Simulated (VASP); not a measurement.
# Pd in VASP: single point with PBE

Aim: the single point of Pd with PBE.

Everything below comes from runs of VASP 6.6.1. Logs are shortened: lines on timing, memory, paths and dates and some standing lists are left out, and cuts for length are marked.

### Step 1. The cell of the first run

The cell holds a slab with vacuum, 4 atoms: a = 2.788 Å, b = 2.788 Å, c = 23.828 Å, α = 90.00°, β = 90.00°, γ = 120.00°.

### Step 2. Single point, PBE

File INCAR:

```
PREC     = Accurate       # precision mode
ENCUT    = 520            # plane-wave cutoff, eV
EDIFF    = 1E-6           # SCF threshold, eV
ISMEAR   = 0              # smearing method
SIGMA    = 0.1            # smearing width, eV
LREAL    = False          # projectors in reciprocal space
LASPH    = True           # aspherical terms in the spheres
NELM     = 60             # most SCF steps
ALGO     = Normal         # electronic algorithm
ISIF     = 2              # what is computed and relaxed
LWAVE    = False          # write WAVECAR
LCHARG   = False          # write CHGCAR
LDIPOL   = True         
IDIPOL   = 3            
DIPOL    = 0.5 0.5 0.500
GGA      = PE             # functional
NBANDS   = 28             # bands
```

File KPOINTS:

```
Automatic mesh
0
Gamma
  12 12 1
```

File POSCAR:

```
Pd
1.0
    2.7876806238      0.0000000000      0.0000000000
   -1.3938403119      2.4142022378      0.0000000000
    0.0000000000      0.0000000000     23.8283950941
Pd
4
Direct
    0.6666666667      0.3333333333      0.3567172681
    0.3333333333      0.6666666667      0.4522390894
    0.0000000000      0.0000000000      0.5470499033
    0.6666666667      0.3333333333      0.6426623122
```

Potentials or basis: VASP PAW PBE potentials, release 64 (Pd).

Launch:

```
> cat potpaw_PBE.64/Pd/POTCAR > POTCAR
> mpirun -np 1 vasp_std > vasp.out
```

OUTCAR:

```text
PREC = Accurate
   ENCUT = 520
   EDIFF = 1E-6
   ISMEAR = 0
   LREAL = False
   LASPH = True
   NELM = 60
   ISIF = 2
   GGA = PE

 ion  position               nearest neighbor table
   1  0.667  0.333  0.357-   2 2.79   2 2.79   2 2.79
   2  0.333  0.667  0.452-   3 2.77   3 2.77   3 2.77   1 2.79   1 2.79   1 2.79
   3  0.000  0.000  0.547-   2 2.77   2 2.77   2 2.77   4 2.79   4 2.79   4 2.79
   4  0.667  0.333  0.643-   3 2.79   3 2.79   3 2.79

  LATTYP: Found a hexagonal cell.
 ALAT       =     2.7876806238
 C/A-ratio  =     8.5477492976

  Lattice vectors:

 A1 = (   2.7876806238,   0.0000000000,   0.0000000000)
 A2 = (  -1.3938403119,   2.4142022378,   0.0000000000)
 A3 = (   0.0000000000,   0.0000000000,  23.8283950941)

Analysis of symmetry for initial positions (statically):
=====================================================================
 Subroutine PRICEL returns:
 Original cell was already a primitive cell.

 Routine SETGRP: Setting up the symmetry group for a
 hexagonal supercell.

 Subroutine GETGRP returns: Found  6 space group operations
 (whereof  6 operations were pure point group operations)
 out of a pool of 24 trial point group operations.

The static configuration has the point symmetry C_3v.

Analysis of symmetry for dynamics (positions and initial velocities):
=====================================================================
 Subroutine PRICEL returns:
 Original cell was already a primitive cell.

 Routine SETGRP: Setting up the symmetry group for a
 hexagonal supercell.

 Subroutine GETGRP returns: Found  6 space group operations
 (whereof  6 operations were pure point group operations)
 out of a pool of 24 trial point group operations.

The dynamic configuration has the point symmetry C_3v.

 Subroutine INISYM returns: Found  6 space group operations
 (whereof  6 operations are pure point group operations),
 and found     1 'primitive' translations

----------------------------------------------------------------------------------------

                                     Primitive cell

  volume of cell :     160.3657

  direct lattice vectors                    reciprocal lattice vectors
     2.787680624  0.000000000  0.000000000     0.358721150  0.207107753  0.000000000
    -1.393840312  2.414202238  0.000000000     0.000000000  0.414215505  0.000000000
     0.000000000  0.000000000 23.828395094     0.000000000  0.000000000  0.041966737

  length of vectors
     2.787680624  2.787680624 23.828395094     0.414215505  0.414215505  0.041966737

  position of ions in fractional coordinates (direct lattice)
     0.666666667  0.333333333  0.356717268
     0.333333333  0.666666667  0.452239089
     0.000000000  0.000000000  0.547049903
     0.666666667  0.333333333  0.642662312

  ion indices of the primitive-cell ions
   primitive index   ion index
                 1           1
                 2           2
                 3           3
                 4           4

----------------------------------------------------------------------------------------

 KPOINTS: Automatic mesh

Automatic generation of k-mesh.
 Grid dimensions read from file:
 generate k-points for:   12   12    1

 Generating k-lattice:

  Cartesian coordinates                     Fractional coordinates (reciprocal lattice)
     0.029893429  0.017258979  0.000000000     0.083333333  0.000000000  0.000000000
     0.000000000  0.034517959  0.000000000     0.000000000  0.083333333  0.000000000
     0.000000000  0.000000000  0.041966737     0.000000000  0.000000000  1.000000000

  Length of vectors
     0.034517959  0.034517959  0.041966737

  Shift w.r.t. Gamma in fractional coordinates (k-lattice)
     0.000000000  0.000000000  0.000000000

 Subroutine IBZKPT returns following result:
 ===========================================

 Found     19 irreducible k-points:

 Following reciprocal coordinates:
            Coordinates               Weight
  0.000000  0.000000  0.000000      1.000000
  0.083333 -0.000000  0.000000      6.000000
  0.166667 -0.000000  0.000000      6.000000
  0.250000 -0.000000  0.000000      6.000000
  0.333333 -0.000000  0.000000      6.000000
  0.416667  0.000000  0.000000      6.000000
[... 11 lines left out ...]
  0.333333  0.250000  0.000000     12.000000
  0.333333  0.333333  0.000000      2.000000
   k-points           NKPTS =     19   k-points in BZ     NKDIM =     19   number of bands    NBANDS=     28
   number of dos      NEDOS =    301   number of ions     NIONS =      4
   total plane-waves  NPLWV = 103680
   dimension x,y,z NGX =    24 NGY =   24 NGZ =  180
   dimension x,y,z NGXF=    48 NGYF=   48 NGZF=  360
   ions per type =               4
   NGX,Y,Z   is equivalent  to a cutoff of  14.31, 14.31, 12.56 a.u.
   NGXF,Y,Z  is equivalent  to a cutoff of  28.63, 28.63, 25.12 a.u.
 SYSTEM =  unknown system
   PREC   = accura    normal or accurate (medium, high low for compatibility)
   ISTART =      0    job   : 0-new  1-cont  2-samecut
   ICHARG =      2    charge: 1-file 2-atom 10-const
   ISPIN  =      1    spin polarized calculation?
   LNONCOLLINEAR =      F non collinear calculations
   LSORBIT =      F    spin-orbit coupling
   LASPH  =      T    aspherical Exc in radial PAW
   ENCUT  =  520.0 eV  38.22 Ry    6.18 a.u.   5.18  5.18 44.31*2*pi/ulx,y,z
   NELM   =     60;   NELMIN=  2; NELMDL= -5     # of ELM steps
   EDIFF  = 0.1E-05   stopping-criterion for ELM
   LREAL  =      F    real-space projection
   EDIFFG = 0.1E-04   stopping-criterion for IOM
   NSW    =      0    number of steps for IOM
   IBRION =     -1    ionic relax: 0-MD 1-quasi-New 2-CG
   NFREE  =      0    steps in history (QN), initial steepest desc. (CG)
   ISIF   =      2    stress and relaxation
   ISYM   =      2    0-nonsym 1-usesym 2-fastsym
   POTIM  = 0.5000    time-step for ionic-motion
   TEBEG  =    0.0;   TEEND  =   0.0 temperature during run
   PSTRESS=    0.0 pullay stress
   NELECT =      40.0000    total number of electrons
   NUPDOWN=      -1.0000    fix difference up-down
   EMIN   =  10.00;   EMAX   =-10.00  energy-range for DOS
   EFERMI =   0.00;   METHOD = LEGACY
   ISMEAR =     0;   SIGMA  =   0.10  broadening in eV -4-tet -1-fermi 0-gaus
   EFERMI_NEDOS =   21; number of points for ismear=-14 and -15
   IALGO  =     38    algorithm
   IMIX   =      4    mixing-type and parameters
     AMIX     =   0.40;   BMIX     =  1.00
     AMIX_MAG =   1.60;   BMIX_MAG =  1.00
  volume/ion in A,a.u.               =      40.09       270.55
  Fermi-wavevector in a.u.,A,eV,Ry     =   1.030523  1.947406 14.449082  1.061978
  Thomas-Fermi vector in A             =   2.164625
   LORBIT       =      0    0 simple, 1 ext, 2 COOP (PROOUT), +10 PAW based schemes
   GGA     = PE    functional components
   LHFCALC =     F    Hartree Fock is set to
   AEXX    =    0.0000 exact exchange contribution
   IVDW    =     0    specifies the selected vdW correction
   LEPSILON=     F    determine dielectric tensor
   LRPA    =     F    only Hartree local field effects (RPA)
 non-spin polarized calculation
 Gauss-broadening in eV      SIGMA  =   0.10
  energy-cutoff  :      520.00
  volume of cell :      160.37
 maximum number of plane-waves:      4343
 NGX is ok and might be reduce to    24
   NGX = 11   NGY = 11   NGZ = 89

 dipolmoment           0.000000      0.000000     -0.000008 electrons x Angstroem

 number of electron      40.0000008 magnetization

 dipolmoment           0.000000      0.000000      0.000030 electrons x Angstroem

 Free energy of the ion-electron system (eV)
  ---------------------------------------------------
  ext. energy  EPLUGINS =         0.00000000
  ---------------------------------------------------
  free energy    TOTEN  =       -19.76202006 eV

  energy without entropy =      -19.70554389  energy(sigma->0) =      -19.73378197

 E-fermi :   0.2315     XC(G=0):  -5.6511

 val. band max:        0.2265788399   @ k =   0.3333   0.1667   0.0000
 cond. band min:       0.2331393596   @ k =   0.2500  -0.0000   0.0000
 fundamental gap:      0.0065605196
 Fermi energy:         0.2315321013

 k-point     1 :       0.0000    0.0000    0.0000
  band No.  band energies     occupation
      1      -6.1304      2.00000
      2      -5.0655      2.00000
      3      -4.5535      2.00000
      4      -4.3885      2.00000
      5      -2.4116      2.00000
      6      -2.3552      2.00000
[... 20 lines left out ...]
     27       5.5043      0.00000
     28       6.4208      0.00000

 k-point     2 :       0.0833   -0.0000    0.0000
  band No.  band energies     occupation
      1      -5.9192      2.00000
      2      -4.8634      2.00000
      3      -4.3895      2.00000
      4      -4.2005      2.00000
      5      -2.5600      2.00000
      6      -2.4642      2.00000
[... 20 lines left out ...]
     27       5.6733      0.00000
     28       6.6099      0.00000

 k-point     3 :       0.1667   -0.0000    0.0000
  band No.  band energies     occupation
      1      -5.3444      2.00000
      2      -4.3631      2.00000
      3      -4.0036      2.00000
      4      -3.7439      2.00000
      5      -2.9228      2.00000
      6      -2.6798      2.00000
[... 20 lines left out ...]
     27       6.1708      0.00000
     28       7.1780      0.00000

 k-point     4 :       0.2500   -0.0000    0.0000
  band No.  band energies     occupation
      1      -4.6620      2.00000
      2      -4.0653      2.00000
      3      -3.8160      2.00000
      4      -3.4094      2.00000
      5      -3.3721      2.00000
      6      -2.8981      2.00000
[... 20 lines left out ...]
     27       7.0649      0.00000
     28       8.1191      0.00000

 k-point     5 :       0.3333   -0.0000    0.0000
  band No.  band energies     occupation
      1      -4.3667      2.00000
      2      -4.2417      2.00000
      3      -3.9602      2.00000
      4      -3.7637      2.00000
      5      -3.5523      2.00000
      6      -3.1195      2.00000
[... 20 lines left out ...]
     27       8.3388      0.00000
     28       9.3432      0.00000

 k-point     6 :       0.4167    0.0000    0.0000
  band No.  band energies     occupation
      1      -4.4790      2.00000
      2      -4.4010      2.00000
      3      -4.1964      2.00000
      4      -3.9443      2.00000
      5      -3.7592      2.00000
      6      -3.3064      2.00000
[... 308 lines left out ...]
      5      -3.3181      2.00000
      6      -3.2070      2.00000
[... 20 lines left out ...]
     27       8.5406      0.00000
     28      10.0295      0.00000

 k-point    17 :       0.2500    0.2500    0.0000
  band No.  band energies     occupation
      1      -3.8789      2.00000
      2      -3.7945      2.00000
      3      -3.5716      2.00000
      4      -3.2613      2.00000
      5      -3.0721      2.00000
      6      -2.9672      2.00000
[... 20 lines left out ...]
     27       9.3452      0.00000
     28       9.8727      0.00000

 k-point    18 :       0.3333    0.2500    0.0000
  band No.  band energies     occupation
      1      -3.9008      2.00000
      2      -3.7002      2.00000
      3      -3.5200      2.00000
      4      -3.2865      2.00000
      5      -3.1896      2.00000
      6      -2.9312      2.00000
[... 20 lines left out ...]
     27       8.7822      0.00000
     28       9.1929      0.00000

 k-point    19 :       0.3333    0.3333    0.0000
  band No.  band energies     occupation
      1      -3.6237      2.00000
      2      -3.5849      2.00000
      3      -3.5843      2.00000
      4      -3.1587      2.00000
      5      -3.1562      2.00000
      6      -2.9172      2.00000
[... 20 lines left out ...]
     27       8.9902      0.00000
     28       9.0331      0.00000

------------------------ aborting loop because EDIFF is reached ----------------------------------------

 vacuum level on the upper side and lower side of the slab       (xc-potential included)        -0.168        -0.168

  FORCE on cell =-STRESS in cart. coord.  units (eV):
  Direction    XX          YY          ZZ          XY          YZ          ZX
  --------------------------------------------------------------------------------------
  -------------------------------------------------------------------------------------
  Total       -2.1329261     -2.1329261     -0.0986080      0.0000000      0.0000000     -0.0000000
  in kB      -21.3095821    -21.3095821     -0.9851705      0.0000000      0.0000000     -0.0000000
  external PRESSURE =     -14.5347782 kB  Pullay stress =       0.0000000 kB

 VOLUME and BASIS-vectors are now :
 -----------------------------------------------------------------------------
  energy-cutoff  :      520.00
  volume of cell :      160.37
      direct lattice vectors                 reciprocal lattice vectors
     2.787680624  0.000000000  0.000000000     0.358721150  0.207107753  0.000000000
    -1.393840312  2.414202238  0.000000000     0.000000000  0.414215505  0.000000000
     0.000000000  0.000000000 23.828395094     0.000000000  0.000000000  0.041966737

 POSITION                                       TOTAL-FORCE (eV/Angst)
 -----------------------------------------------------------------------------------
      1.39384      0.80473      8.50000        -0.000000     -0.000000      0.003441
     -0.00000      1.60947     10.77613         0.000000      0.000000      0.008657
      0.00000      0.00000     13.03532         0.000000      0.000000      0.001045
      1.39384      0.80473     15.31361        -0.000000     -0.000000     -0.013142
 -----------------------------------------------------------------------------------
    total drift:                               -0.000000      0.000000     -0.000023

  FREE ENERGIE OF THE ION-ELECTRON SYSTEM (eV)
  ---------------------------------------------------
  free  energy   TOTEN  =       -19.7620200600 eV

  energy  without entropy=      -19.7055438870  energy(sigma->0) =      -19.73378197

 vacuum level on the upper side and lower side of the slab         5.372         5.373
```

Wall time 1.8 min (1 thread of AMD EPYC 9R45 (Zen 5), shared host); peak memory 0.29 GiB.

Results:

- Free energy: -19.7620 eV
- Largest force: 0.013 eV/Å
- Band gap on the k mesh: zero (band 20 reaches 0.56 eV, above the bottom of band 21 at -0.29 eV)

Forces on the atoms (eV/Å):
```
Pd   0.000  0.000  0.003
Pd   0.000  0.000  0.009
Pd   0.000  0.000  0.001
Pd   0.000  0.000 -0.013
```
